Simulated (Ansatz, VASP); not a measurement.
## Cu in VASP and in Ansatz

INCAR

```
SYSTEM = Cu
  PREC = Accurate
  ENCUT = 520
  EDIFF = 1E-6
  ISMEAR = 0
  SIGMA = 0.15
  LREAL = .FALSE.
  LASPH = .TRUE.
  NELM = 80
  ALGO = Normal
  ISIF = 2
  LWAVE = .FALSE.
  LCHARG = .FALSE.
  GGA = PE
  NBANDS = 12
```

The input KPOINTS:

```
regular mesh
0
G
  22 22 22
  0 0 0
```

Contents of POSCAR:

```
Cu
1.0
   -1.4241500000      1.4241500000      1.4511000000
    1.4241500000     -1.4241500000      1.4511000000
    1.4241500000      1.4241500000     -1.4511000000
Cu
1
Direct
    0.0000000000      0.0000000000      0.0000000000
```

Input for Ansatz:

```yaml
crystal:
  lattice:
    - [-1.42415, 1.42415, 1.4511]
    - [1.42415, -1.42415, 1.4511]
    - [1.42415, 1.42415, -1.4511]
  atoms:
    - { symbol: Cu, position: [0.0, 0.0, 0.0] }
basis:
  ecutwfc: 520.0
kpoints:
  mp_grid: { grid: [22, 22, 22] }
hamiltonian:
  xc: pbe
  pseudopotentials: { kind: paw, azcp: { folder: soft_1 } }
scf:
  occupations: { method: gaussian, width: 0.15 }
output:
  forces: true
  stress: true
  eigenvalues: true
```

Alike in both runs: task single point; functional PBE; k mesh 22 × 22 × 22; occupations gaussian, width 0.15 eV; no spin polarisation.

```csv
,VASP,Ansatz
version,VASP 6.6.1,Ansatz 0.2.0
potentials or method,"VASP PAW PBE potentials, release 64 (Cu), cutoff 520 eV","scalar-relativistic, plane waves, PAW"
valence electrons in the cell,11,19
```

Ansatz gave:

```
gap on the k mesh at the Fermi level (eV)                     : none
pressure (GPa)                                                : 2.7
traceless stress, the component that is largest in VASP (GPa) : 0.23
```

Q: Which values does VASP return?

A: gap on the k mesh at the Fermi level (eV): none; pressure (GPa): 3.4; traceless stress, the component that is largest in VASP (GPa): 0.24.

A gap of «none» marks a metal or a gap that the smearing closes. VASP's potentials hold 11 valence electrons a cell and Ansatz's 19, so a difference there can come from the potentials and not from the codes.
